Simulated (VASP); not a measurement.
C: single point with PBE

C:

```
C
1.0
     2.56470    0.00000    0.00000
    -1.28235    2.22110    0.00000
     0.00000    0.00000   12.27370
C
12
Direct
  0.00000 0.00000 0.18686
  0.00000 0.00000 0.68686
  0.00000 0.00000 0.31314
  0.00000 0.00000 0.81314
  0.33333 0.66667 0.52077
  0.66667 0.33333 0.02077
  0.33333 0.66667 0.97923
  0.66667 0.33333 0.47923
  0.33333 0.66667 0.64510
  0.66667 0.33333 0.14510
  0.33333 0.66667 0.85490
  0.66667 0.33333 0.35490
```

```
Program             : VASP 6.6.1
Task                : single point
Functional          : PBE
Potentials or basis : VASP PAW PBE potentials, release 64 (C)
Cutoff              : 520 eV
k mesh              : 12 × 12 × 2
Occupations         : gaussian, width 0.05 eV
Spin                : no spin polarisation
```

```json
{
  "Pressure": "-8.1 GPa",
  "Largest force": "0.120 eV/Å",
  "Band gap on the k mesh": "4.13 eV, indirect (least direct gap 4.99 eV)"
}
```

Forces on the atoms (eV/Å):
```
C    0.000  0.000 -0.112
C    0.000  0.000 -0.112
C    0.000  0.000  0.112
C    0.000  0.000  0.112
C    0.000  0.000 -0.120
C    0.000  0.000 -0.120
C    0.000  0.000  0.120
C    0.000  0.000  0.120
C    0.000  0.000  0.051
C    0.000  0.000  0.051
C    0.000  0.000 -0.051
C    0.000  0.000 -0.051
```

Stress tensor (GPa, compression positive):
```
-19.49   0.00   0.00
  0.00 -19.49   0.00
  0.00   0.00  14.59
```

Levels at points of the mesh, in eV from the valence-band top:
```tsv
k point	band 22	band 23	band 24	band 25	band 26	band 27
(0.00, 0.00, 0.00)	-0.18	0.00	0.00	4.99	4.99	6.03
(0.50, 0.00, 0.00)	-3.93	-3.51	-2.71	4.16	4.81	4.90
(0.00, 0.00, 0.50)	-0.36	-0.36	-0.36	5.42	5.42	5.42
(0.50, 0.00, 0.50)	-3.64	-3.09	-3.09	4.34	4.34	5.69
```

Run time: 2.6 min on 1 thread of Intel Xeon 8259CL, on a shared host, peak memory 0.21 GiB.

A k mesh can miss the band edges. As with any semilocal functional, this PBE gap is likely too small.
